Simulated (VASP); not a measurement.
A run of VASP 6.6.1:

INCAR

```
SYSTEM = TiH5
ALGO = Normal ; EDIFF = 1E-7
EDIFFG = -0.01 ; ENCUT = 600
GGA = PE ; IBRION = 2
ISIF = 3 ; ISMEAR = 0
LASPH = .TRUE. ; LCHARG = .FALSE.
LREAL = .FALSE. ; LWAVE = .FALSE.
NELM = 80 ; NSW = 100
PREC = Accurate ; SIGMA = 0.1
```

The input KPOINTS:

```
k-points
0
G
  12 12 12
  0 0 0
```

POSCAR

```
TiH5
1.0
    3.3263541005      0.0000000000      0.0000000000
   -1.6631770502      2.8807071530      0.0000000000
    0.0000000000      0.0000000000      2.9836815639
Ti H
1 5
Direct
    0.0000000000      0.0000000000      0.0000000000
    0.3333333333      0.6666666667      0.0000000000
    0.6666666667      0.3333333333      0.0000000000
    0.5000000000      0.0000000000      0.5000000000
    0.5000000000      0.5000000000      0.5000000000
    0.0000000000      0.5000000000      0.5000000000
```

Potentials or basis: VASP PAW PBE potentials, release 64 (Ti_sv, H).

Run with:

```sh
$ cat potpaw_PBE.64/Ti_sv/POTCAR potpaw_PBE.64/H/POTCAR > POTCAR
$ mpirun -np 1 vasp_std > vasp.out
```

Hardware: 1 thread of Intel(R) Xeon(R) 6975P-C (Granite Rapids), on a shared host.

How long does it take, and how much memory?

It took 69 s on 1 thread of Intel(R) Xeon(R) 6975P-C (Granite Rapids), on a shared host, peak memory 0.2 GiB. Counts: scf iterations 43, k points 133, ion steps 4.
